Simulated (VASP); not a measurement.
# Be5Ir (P-62m) in VASP: a series of runs

The runs below take Be5Ir through single point, with PBE.

Everything below comes from runs of VASP 6.6.1. Logs are shortened: lines on timing, memory, paths and dates and some standing lists are left out, and cuts for length are marked.

### Step 1. The cell of the first run

The structure is hexagonal, space group P-62m (No. 189). The conventional cell has a = 4.199 Å, b = 4.199 Å, c = 3.528 Å, α = 90.00°, β = 90.00°, γ = 120.00°. Within 2.9 Å of Be (site symmetry -6) lie 9 Be at 2.18 to 2.42 Å and 3 Ir at 2.42 Å. Within 2.9 Å of Be (site symmetry m2m) lie 10 Be at 2.18 to 2.90 Å and 2 Ir at 2.43 Å. Ir (site symmetry -62m) has 18 Be at 2.42 to 3.08 Å within 3.2 Å.

### Step 2. Single point, PBE

The input, INCAR:

```
PREC     = Accurate       # precision mode
ENCUT    = 520            # plane-wave cutoff, eV
EDIFF    = 1E-7           # SCF threshold, eV
ISMEAR   = 0              # smearing method
SIGMA    = 0.1            # smearing width, eV
LREAL    = F              # projectors in reciprocal space
LASPH    = T              # aspherical terms in the spheres
NELM     = 80             # most SCF steps
ALGO     = Normal         # electronic algorithm
ISIF     = 2              # what is computed and relaxed
LWAVE    = F              # write WAVECAR
LCHARG   = F              # write CHGCAR
GGA      = PE             # functional
NBANDS   = 18             # bands
```

The input, KPOINTS:

```
Automatic mesh
0
Gamma
  6 6 6
```

The input, POSCAR:

```
Be5Ir
1.0
    4.1994099950      0.0000000000      0.0000000000
   -2.0997049975      3.6367957366      0.0000000000
    0.0000000000      0.0000000000      3.5276257317
Be Ir
5 1
Direct
    0.6666666667      0.3333333333      0.5000000000
    0.3333333333      0.6666666667      0.5000000000
    0.0000000000      0.6015351030      0.0000000000
    0.6015351030      0.0000000000      0.0000000000
    0.3984648970      0.3984648970      0.0000000000
    0.0000000000      0.0000000000      0.5000000000
```

Potentials or basis: VASP PAW PBE potentials, release 64 (Be, Ir).

The run is started by

```
> cat potpaw_PBE.64/Be/POTCAR potpaw_PBE.64/Ir/POTCAR > POTCAR
> mpirun -np 1 vasp_std > vasp.out
```

OUTCAR:

```text
PREC = Accurate
   ENCUT = 520
   EDIFF = 1E-7
   ISMEAR = 0
   LREAL = F
   LASPH = T
   NELM = 80
   ISIF = 2
   GGA = PE

 ion  position               nearest neighbor table
   1  0.667  0.333  0.500-   4 2.18   4 2.18   3 2.18   3 2.18   5 2.18   5 2.18   6 2.42   6 2.42
                             6 2.42
   2  0.333  0.667  0.500-   3 2.18   3 2.18   4 2.18   4 2.18   5 2.18   5 2.18   6 2.42   6 2.42
                             6 2.42
   3  0.000  0.602  0.000-   2 2.18   2 2.18   1 2.18   1 2.18   5 2.23   5 2.23   4 2.23   4 2.23
                             6 2.43   6 2.43
   4  0.602  0.000  0.000-   1 2.18   1 2.18   2 2.18   2 2.18   5 2.23   3 2.23   5 2.23   3 2.23
                             6 2.43   6 2.43
   5  0.398  0.398  0.000-   1 2.18   1 2.18   2 2.18   2 2.18   3 2.23   3 2.23   4 2.23   4 2.23
                             6 2.43   6 2.43
   6  0.000  0.000  0.500-   1 2.42   2 2.42   1 2.42   2 2.42   1 2.42   2 2.42   4 2.43   4 2.43
                             3 2.43   5 2.43   5 2.43   3 2.43

  LATTYP: Found a hexagonal cell.
 ALAT       =     4.1994099950
 C/A-ratio  =     0.8400288936

  Lattice vectors:

 A1 = (   4.1994099950,   0.0000000000,   0.0000000000)
 A2 = (  -2.0997049975,   3.6367957366,   0.0000000000)
 A3 = (   0.0000000000,   0.0000000000,   3.5276257317)

Analysis of symmetry for initial positions (statically):
=====================================================================
 Subroutine PRICEL returns:
 Original cell was already a primitive cell.

 Routine SETGRP: Setting up the symmetry group for a
 hexagonal supercell.

 Subroutine GETGRP returns: Found 12 space group operations
 (whereof 12 operations were pure point group operations)
 out of a pool of 24 trial point group operations.

The static configuration has the point symmetry D_3h.

Analysis of symmetry for dynamics (positions and initial velocities):
=====================================================================
 Subroutine PRICEL returns:
 Original cell was already a primitive cell.

 Routine SETGRP: Setting up the symmetry group for a
 hexagonal supercell.

 Subroutine GETGRP returns: Found 12 space group operations
 (whereof 12 operations were pure point group operations)
 out of a pool of 24 trial point group operations.

The dynamic configuration has the point symmetry D_3h.

 Subroutine INISYM returns: Found 12 space group operations
 (whereof 12 operations are pure point group operations),
 and found     1 'primitive' translations

----------------------------------------------------------------------------------------

                                     Primitive cell

  volume of cell :      53.8753

  direct lattice vectors                    reciprocal lattice vectors
     4.199409995  0.000000000  0.000000000     0.238128690  0.137483663  0.000000000
    -2.099704997  3.636795737  0.000000000     0.000000000  0.274967326  0.000000000
     0.000000000  0.000000000  3.527625732     0.000000000  0.000000000  0.283476785

  length of vectors
     4.199409995  4.199409995  3.527625732     0.274967326  0.274967326  0.283476785

  position of ions in fractional coordinates (direct lattice)
     0.666666667  0.333333333  0.500000000
     0.333333333  0.666666667  0.500000000
     0.000000000  0.601535103  0.000000000
     0.601535103  0.000000000  0.000000000
     0.398464897  0.398464897  0.000000000
     0.000000000  0.000000000  0.500000000

  ion indices of the primitive-cell ions
   primitive index   ion index
                 1           1
                 2           2
                 3           3
                 4           4
                 5           5
                 6           6

----------------------------------------------------------------------------------------

 KPOINTS: Automatic mesh

Automatic generation of k-mesh.
 Grid dimensions read from file:
 generate k-points for:    6    6    6

 Generating k-lattice:

  Cartesian coordinates                     Fractional coordinates (reciprocal lattice)
     0.039688115  0.022913944  0.000000000     0.166666667  0.000000000  0.000000000
     0.000000000  0.045827888  0.000000000     0.000000000  0.166666667  0.000000000
     0.000000000  0.000000000  0.047246131     0.000000000  0.000000000  0.166666667

  Length of vectors
     0.045827888  0.045827888  0.047246131

  Shift w.r.t. Gamma in fractional coordinates (k-lattice)
     0.000000000  0.000000000  0.000000000

 Subroutine IBZKPT returns following result:
 ===========================================

 Found     28 irreducible k-points:

 Following reciprocal coordinates:
            Coordinates               Weight
  0.000000  0.000000  0.000000      1.000000
  0.166667  0.000000  0.000000      6.000000
  0.333333 -0.000000  0.000000      6.000000
  0.500000 -0.000000  0.000000      3.000000
  0.166667  0.166667  0.000000      6.000000
  0.333333  0.166667  0.000000     12.000000
[... 75 lines left out ...]
 fundamental gap:      0.1860679887
 Fermi energy:         7.1124569599

 k-point     1 :       0.0000    0.0000    0.0000
  band No.  band energies     occupation
      1      -3.4029      2.00000
      2       2.1667      2.00000
      3       2.1667      2.00000
      4       2.8984      2.00000
      5       4.5729      2.00000
      6       4.6350      2.00000
[... 10 lines left out ...]
     17      14.8360      0.00000
     18      16.3185      0.00000

 k-point     2 :       0.1667    0.0000    0.0000
  band No.  band energies     occupation
      1      -3.1206      2.00000
      2       1.5748      2.00000
      3       2.3566      2.00000
      4       2.8037      2.00000
      5       3.8709      2.00000
      6       4.8453      2.00000
[... 10 lines left out ...]
     17      16.1149      0.00000
     18      16.3548      0.00000

 k-point     3 :       0.3333   -0.0000    0.0000
  band No.  band energies     occupation
      1      -2.3055      2.00000
      2       0.4287      2.00000
      3       2.1888      2.00000
      4       3.1137      2.00000
      5       3.3982      2.00000
      6       4.2267      2.00000
[... 10 lines left out ...]
     17      15.5840      0.00000
     18      16.1672      0.00000

 k-point     4 :       0.5000   -0.0000    0.0000
  band No.  band energies     occupation
      1      -1.2866      2.00000
      2      -0.7427      2.00000
      3       1.8937      2.00000
      4       3.2510      2.00000
      5       3.8525      2.00000
      6       4.0359      2.00000
[... 10 lines left out ...]
     17      15.3874      0.00000
     18      15.9763      0.00000

 k-point     5 :       0.1667    0.1667    0.0000
  band No.  band energies     occupation
      1      -2.5682      2.00000
      2       0.9234      2.00000
      3       2.0186      2.00000
      4       2.9530      2.00000
      5       3.5348      2.00000
      6       4.3611      2.00000
[... 10 lines left out ...]
     17      15.7597      0.00000
     18      16.3198      0.00000

 k-point     6 :       0.3333    0.1667    0.0000
  band No.  band energies     occupation
      1      -1.5269      2.00000
      2      -0.1090      2.00000
      3       1.2235      2.00000
      4       3.3780      2.00000
      5       3.3954      2.00000
      6       4.2339      2.00000
[... 307 lines left out ...]
 k-point    21 :       0.3333    0.3333    0.3333
  band No.  band energies     occupation
      1       0.2949      2.00000
      2       0.2949      2.00000
      3       1.1450      2.00000
      4       2.4072      2.00000
      5       2.4072      2.00000
      6       3.6152      2.00000
[... 10 lines left out ...]
     17      15.5766      0.00000
     18      16.5375      0.00000

 k-point    22 :       0.0000    0.0000    0.5000
  band No.  band energies     occupation
      1      -1.3708      2.00000
      2      -0.5285      2.00000
      3       2.4173      2.00000
      4       2.4173      2.00000
      5       3.2554      2.00000
      6       3.2554      2.00000
[... 10 lines left out ...]
     17      14.5721      0.00000
     18      14.5721      0.00000

 k-point    23 :       0.1667    0.0000    0.5000
  band No.  band energies     occupation
      1      -1.0605      2.00000
      2      -0.4355      2.00000
      3       2.3295      2.00000
      4       2.6872      2.00000
      5       3.0595      2.00000
      6       3.2338      2.00000
[... 10 lines left out ...]
     17      14.7636      0.00000
     18      15.1431      0.00000

 k-point    24 :       0.3333   -0.0000    0.5000
  band No.  band energies     occupation
      1      -0.2017      2.00000
      2      -0.1689      2.00000
      3       2.0671      2.00000
      4       2.2914      2.00000
      5       3.1155      2.00000
      6       3.4572      2.00000
[... 10 lines left out ...]
     17      15.9463      0.00000
     18      16.5059      0.00000

 [... further k-points ...]
[... 5 lines left out ...]
  --------------------------------------------------------------------------------------
  -------------------------------------------------------------------------------------
  Total        0.1478642      0.1478642     -0.0305072      0.0000000      0.0000000      0.0000000
  in kB        4.3972777      4.3972777     -0.9072409      0.0000000      0.0000000      0.0000000
  external PRESSURE =       2.6291048 kB  Pullay stress =       0.0000000 kB

 VOLUME and BASIS-vectors are now :
 -----------------------------------------------------------------------------
  energy-cutoff  :      520.00
  volume of cell :       53.88
      direct lattice vectors                 reciprocal lattice vectors
     4.199409995  0.000000000  0.000000000     0.238128690  0.137483663  0.000000000
    -2.099704997  3.636795737  0.000000000     0.000000000  0.274967326  0.000000000
     0.000000000  0.000000000  3.527625732     0.000000000  0.000000000  0.283476785

 POSITION                                       TOTAL-FORCE (eV/Angst)
 -----------------------------------------------------------------------------------
      2.09970      1.21227      1.76381         0.000000     -0.000000      0.000000
     -0.00000      2.42453      1.76381         0.000000     -0.000000      0.000000
     -1.26305      2.18766      0.00000        -0.006446      0.011165     -0.000000
      2.52609      0.00000      0.00000         0.012893      0.000000      0.000000
      0.83666      1.44914      0.00000        -0.006446     -0.011165      0.000000
      0.00000      0.00000      1.76381         0.000000      0.000000      0.000000
 -----------------------------------------------------------------------------------
    total drift:                                0.000000      0.000000     -0.000000

  FREE ENERGIE OF THE ION-ELECTRON SYSTEM (eV)
  ---------------------------------------------------
  free  energy   TOTEN  =       -29.3771856920 eV

  energy  without entropy=      -29.3687540757  energy(sigma->0) =      -29.37296988
```

Wall time 25 s (1 thread of Oxide Virtual Turin-like, shared host); peak memory 0.15 GiB.

Results:

```
Free energy   : -29.3772 eV
Pressure      : 0.3 GPa
Largest force : 0.013 eV/Å
```

Forces on the atoms (eV/Å):
```
Be   0.000  0.000  0.000
Be   0.000  0.000  0.000
Be  -0.006  0.011  0.000
Be   0.013  0.000  0.000
Be  -0.006 -0.011  0.000
Ir   0.000  0.000  0.000
```

Stress tensor (GPa, compression positive):
```
 0.44  0.00  0.00
 0.00  0.44  0.00
 0.00  0.00 -0.09
```

Levels at points of the mesh, in eV from the Fermi level:
| k point | band 6 | band 7 | band 8 | band 9 | band 10 | band 11 | band 12 | band 13 | band 14 | band 15 |
| --- | --- | --- | --- | --- | --- | --- | --- | --- | --- | --- |
| (0.00, 0.00, 0.00) | -2.48 | -2.20 | -2.20 | -0.68 | -0.68 | 1.88 | 3.89 | 3.89 | 6.13 | 7.12 |
| (0.50, 0.00, 0.00) | -3.08 | -2.82 | -2.46 | -0.04 | 0.85 | 2.68 | 3.20 | 5.46 | 6.75 | 6.94 |
| (0.00, 0.00, 0.50) | -3.86 | -2.38 | -0.95 | 2.52 | 2.84 | 2.84 | 2.88 | 2.88 | 4.64 | 4.93 |
| (0.50, 0.00, 0.50) | -3.02 | -2.53 | -1.85 | -1.78 | -0.75 | -0.54 | 4.95 | 5.21 | 7.75 | 8.73 |

Caveat: spin-orbit coupling is left out, which moves the levels of the heavy elements.

### Step 3. Single point, PBE, collinear spin, ferromagnetic start

The input, INCAR:

```
PREC     = Accurate       # precision mode
ENCUT    = 520            # plane-wave cutoff, eV
EDIFF    = 1E-6           # SCF threshold, eV
ISMEAR   = 0              # smearing method
SIGMA    = 0.1            # smearing width, eV
LREAL    = F              # projectors in reciprocal space
LASPH    = T              # aspherical terms in the spheres
NELM     = 150            # most SCF steps
ALGO     = Fast           # electronic algorithm
ISIF     = 2              # what is computed and relaxed
LWAVE    = F              # write WAVECAR
LCHARG   = F              # write CHGCAR
ISPIN    = 2              # spin polarisation
MAGMOM   = 0 0 0 0 0 1    # initial moments
LORBIT   = 11             # projections on sites
LMAXMIX  = 4              # l up to which the mixer works
GGA      = PE             # functional
NBANDS   = 22             # bands
```

The input, KPOINTS:

```
regular mesh
0
Gamma
  6 6 6
```

POSCAR is that of step 2.

Potentials or basis: VASP PAW PBE potentials, release 64 (Be, Ir).

The run is started by

```
> cat potpaw_PBE.64/Be/POTCAR potpaw_PBE.64/Ir/POTCAR > POTCAR
> mpirun -np 1 vasp_std > vasp.out
```

Wall time 61 s (1 thread of Oxide Virtual Turin-like, shared host); peak memory 0.19 GiB.

The run converged. Its results:

```yaml
Free_energy: -29.3772 eV
Pressure: 0.2 GPa
Largest_force: 0.013 eV/Å
Net_moment: 0.00 μB per cell
Valence_electrons_inside_the_program's_atomic_spheres: Be 1.18, 1.15; Ir 8.55
```

Forces in eV/Å, atoms in the order of the input:
```
Be   0.000  0.000  0.000
Be   0.000  0.000  0.000
Be  -0.006  0.011  0.000
Be   0.013  0.000  0.000
Be  -0.006 -0.011  0.000
Ir   0.000  0.000  0.000
```

Stress tensor (GPa, compression positive):
```
 0.42  0.00  0.00
 0.00  0.42  0.00
 0.00  0.00 -0.11
```

Levels at points of the mesh, in eV from the Fermi level:
Spin up:
```
           k point  band 6  band 7  band 8  band 9  band 10  band 11  band 12  band 13  band 14  band 15
(0.00, 0.00, 0.00)   -2.48   -2.20   -2.20   -0.68    -0.68     1.88     3.89     3.89     6.13     7.12
(0.50, 0.00, 0.00)   -3.08   -2.82   -2.46   -0.04     0.85     2.68     3.20     5.46     6.75     6.94
(0.00, 0.00, 0.50)   -3.86   -2.38   -0.95    2.52     2.84     2.84     2.88     2.88     4.64     4.93
(0.50, 0.00, 0.50)   -3.02   -2.53   -1.85   -1.78    -0.75    -0.54     4.95     5.21     7.75     8.73
```
Spin down:
| k point | band 8 | band 9 | band 10 | band 11 | band 12 | band 13 |
| --- | --- | --- | --- | --- | --- | --- |
| (0.00, 0.00, 0.00) | -2.20 | -0.68 | -0.68 | 1.88 | 3.89 | 3.89 |
| (0.50, 0.00, 0.00) | -2.46 | -0.04 | 0.85 | 2.68 | 3.20 | 5.46 |
| (0.00, 0.00, 0.50) | -0.95 | 2.52 | 2.84 | 2.84 | 2.88 | 2.88 |
| (0.50, 0.00, 0.50) | -1.85 | -1.78 | -0.75 | -0.54 | 4.95 | 5.21 |

Caveat: spin-orbit coupling is left out, which moves the levels of the heavy elements.

### Step 4. Single point, PBE

This run uses another cell than the first one, of 9.01 Å³/atom, 1.003 times its volume.

The input, INCAR:

```
SYSTEM = Be5Ir
PREC = Accurate
ENCUT = 520
EDIFF = 1E-7
ISMEAR = 0
SIGMA = 0.1
LREAL = .False.
LASPH = .True.
NELM = 60
ALGO = Normal
ISIF = 2
LWAVE = .False.
LCHARG = .False.
GGA = PE
NBANDS = 18
```

The input, KPOINTS:

```
regular mesh
0
Gamma
  12 12 10
  0 0 0
```

The input, POSCAR:

```
Be5Ir
1.0
    4.1961695080      0.0000000000      0.0000000000
   -2.0980847540      3.6339893925      0.0000000000
    0.0000000000      0.0000000000      3.5439882549
Be Ir
5 1
Direct
    0.6666666667      0.3333333333      0.5000000000
    0.3333333333      0.6666666667      0.5000000000
    0.0000000000      0.6064773522      0.0000000000
    0.6064773522      0.0000000000      0.0000000000
    0.3935226478      0.3935226478      0.0000000000
    0.0000000000      0.0000000000      0.5000000000
```

The run is started by

```
> cat potpaw_PBE.64/Be/POTCAR potpaw_PBE.64/Ir/POTCAR > POTCAR
> mpirun -np 1 vasp_std > vasp.out
```

Wall time 2.2 min (1 thread of Oxide Virtual Turin-like, shared host); peak memory 0.21 GiB.

The run converged. Its results:

```yaml
Free_energy: -29.3653 eV
Pressure: 0.2 GPa
```

Stress tensor (GPa, compression positive):
```
0.17 0.00 0.00
0.00 0.17 0.00
0.00 0.00 0.26
```

Levels at points of the mesh, in eV from the Fermi level:
```
           k point  band 8  band 9  band 10  band 11  band 12  band 13
(0.00, 0.00, 0.00)   -2.25   -0.62    -0.62     1.77     3.88     3.88
(0.50, 0.00, 0.00)   -2.51   -0.03     0.83     2.71     3.17     5.50
(0.00, 0.00, 0.50)   -1.03    2.35     2.76     2.76     2.85     2.85
(0.50, 0.00, 0.50)   -1.85   -1.77    -0.84    -0.55     4.93     5.23
```

Caveat: spin-orbit coupling is left out, which moves the levels of the heavy elements.

### Step 5. Summary

| spin | cell | k mesh | gap on the mesh (eV) | pressure (GPa) | largest force (eV/Å) |
| --- | --- | --- | --- | --- | --- |
| off | a = 4.199, b = 4.199, c = 3.528 Å, angles 90.0, 90.0, 120.0°, 6 atoms | 6 × 6 × 6 | none | 0.3 | 0.01 |
| collinear, ferromagnetic start | a = 4.199, b = 4.199, c = 3.528 Å, angles 90.0, 90.0, 120.0°, 6 atoms | 6 × 6 × 6 | none | 0.2 | 0.01 |
| off | a = 4.196, b = 4.196, c = 3.544 Å, angles 90.0, 90.0, 120.0°, 6 atoms | 12 × 12 × 10 | none | 0.2 | - |

Alike in all rows: task single point; level PBE; potentials or basis VASP PAW PBE potentials, release 64 (Be, Ir); cutoff (eV) 520; smearing gaussian 0.1 eV.

Caveats: spin-orbit coupling is left out, which moves the levels of the heavy elements.

Total energies depend on the potentials used, so only differences within one code and one set of settings carry meaning.
